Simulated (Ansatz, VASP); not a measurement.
## One calculation of TiSi2, two programs

```
CELL_PARAMETERS angstrom
1.78833 -6.84823 0.00000
1.78833 6.84823 0.00000
0.00000 0.00000 3.61209
ATOMIC_POSITIONS crystal
Ti 0.10312 0.89688 0.25000
Ti 0.89688 0.10312 0.75000
Si 0.75031 0.24969 0.25000
Si 0.24969 0.75031 0.75000
Si 0.44175 0.55825 0.25000
Si 0.55825 0.44175 0.75000
```

Alike in both runs: task single point; functional PBE; k mesh 8 × 8 × 8; occupations fermi-dirac, width 0.05 eV; no spin polarisation.

|  | VASP | Ansatz |
| --- | --- | --- |
| version | VASP 6.6.1 | Ansatz 0.2.0 |
| potentials or method | VASP PAW PBE potentials, release 64 (Ti_sv, Si) | Ansatz PAW |
| plane-wave cutoff (eV) | 520 | 420 |
| valence electrons in the cell | 40 | 40 |

Ansatz gave:

| Quantity | Value |
| --- | --- |
| gap on the k mesh at the Fermi level (eV) | none |
| pressure (GPa) | -3.4 |
| traceless stress, the component that is largest in VASP (GPa) | 0.45 |
| rms of the force components (eV/Å) | 0.038 |

Task: Which values does VASP return?

Result: gap on the k mesh at the Fermi level (eV): none; pressure (GPa): -3.4; traceless stress, the component that is largest in VASP (GPa): 0.46; rms of the force components (eV/Å): 0.037.

Atom by atom the forces differ by 0.003 eV/Å (rms over components). A gap of «none» marks a metal or a gap that the smearing closes.
